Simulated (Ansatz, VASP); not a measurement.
**One calculation of CuO, two programs**

Contents of INCAR:

```
SYSTEM = CuO
PREC = Accurate
ENCUT = 820
EDIFF = 1E-7
ISMEAR = -1
SIGMA = 0.05
LREAL = .FALSE.
LASPH = .TRUE.
NELM = 200
ALGO = Normal
ISIF = 3
LWAVE = .FALSE.
LCHARG = .FALSE.
LMAXMIX = 4
LDAU = .TRUE.
LDAUTYPE = 2
LDAUL = 2 -1
LDAUU = 5.3 0
LDAUJ = 0 0
LDAUPRINT = 1
GGA = PS
IBRION = 2
NSW = 60
EDIFFG = -0.01
GGA_COMPAT = .FALSE.
NELMIN = 4
```

Contents of KPOINTS:

```
Automatic mesh
0
G
  10 10 10
  0 0 0
```

The input POSCAR:

```
CuO
1.0
    0.0000000000      2.3272527300      2.3272527300
    2.3272527300      0.0000000000      2.3272527300
    2.3272527300      2.3272527300      0.0000000000
Cu O
1 1
Direct
    0.0000000000      0.0000000000      0.0000000000
    0.2500000000      0.2500000000      0.2500000000
```

input.yaml

```yaml
crystal:
  lattice:
    - [0.0, 2.32725273, 2.32725273]
    - [2.32725273, 0.0, 2.32725273]
    - [2.32725273, 2.32725273, 0.0]
  atoms:
    - { symbol: Cu, position: [0.0, 0.0, 0.0] }
    - { symbol: O, position: [0.25, 0.25, 0.25] }
hamiltonian:
  xc: pbesol
  pseudopotentials: { kind: paw }
  hubbard: { sites: [{ species: Cu, l: d, u_eff: 5.3 }] }
kpoints:
  mp_grid: { grid: [10, 10, 10] }
scf:
  occupations: { method: fermi_dirac, width: 0.05 }
output:
  forces: true
  stress: true
  eigenvalues: true
relax:
  f_tol: 0.01
  max_steps: 40
  cell: { stress_tol: 0.05 }
```

Alike in both runs: task relaxation of cell and atoms; functional PBEsol; k mesh 10 × 10 × 10; occupations fermi-dirac, width 0.05 eV; no spin polarisation; Hubbard terms Cu d U = 5.3 eV.

|  | VASP | Ansatz |
| --- | --- | --- |
| version | VASP 6.6.1 | Ansatz 0.2.0 |
| potentials or method | VASP PAW PBE potentials, release 64 (Cu_sv_GW, O) | Ansatz PAW |
| plane-wave cutoff (eV) | 820 | 420 |
| valence electrons in the cell | 25 | 25 |

|  | VASP | Ansatz | Ansatz less VASP |
| --- | --- | --- | --- |
| gap on the k mesh at the Fermi level, each at its own relaxed structure (eV) | none | none | - |
| relaxed volume (Å³/atom) | 10.95 | 11.23 | +0.281 |
| relaxed length of the cell vector where the two differ most in proportion (Å) | 3.140 | 3.167 | +0.0266 |

VASP's potentials were made for PBE, not for PBEsol. The programs project onto different local orbitals, so the same U acts differently, and such runs can settle in different states. A gap of «none» marks a metal or a gap that the smearing closes.

Noted on Ansatz's run: the plane-wave basis is chosen anew once the cell has moved, so the energies of steps on either side of that aren't comparable.
